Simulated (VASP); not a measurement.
A run of VASP 6.6.1 is set up as follows.

File INCAR:

```
PREC = Accurate
ENCUT = 520
EDIFF = 1E-7
ISMEAR = -1
SIGMA = 0.1
LREAL = F
LASPH = T
NELM = 60
ALGO = Normal
ISIF = 2
LWAVE = F
LCHARG = F
GGA = RP
NBANDS = 12
```

Contents of KPOINTS:

```
Automatic mesh
0
Gamma
  17 17 17
```

Contents of POSCAR:

```
As
1.0
    1.7736521938      1.0240185716      6.7354508298
   -1.7736521938      1.0240185716      6.7354508298
    0.0000000000     -2.0480371430      6.7354508298
As
2
Direct
    0.7999022461      0.7999022461      0.7999022461
    0.2000977539      0.2000977539      0.2000977539
```

Potentials or basis: VASP PAW PBE potentials, release 64 (As).

Launch:

```sh
$ cat potpaw_PBE.64/As/POTCAR > POTCAR
$ mpirun -np 1 vasp_std > vasp.out
```

Estimate the pressure.

3.6 GPa.

Estimate the band gap on the k mesh.

1.67 eV (least direct gap 2.08 eV).

What does it give for the largest force?

0.986 eV/Å.

Forces on the atoms (eV/Å):
```
As   0.000  0.000 -0.986
As   0.000  0.000  0.986
```

Caveat: the cell stands under pressure; the PAW data sets were made with another functional, which shifts forces and pressure a little. A k mesh can miss the band edges.
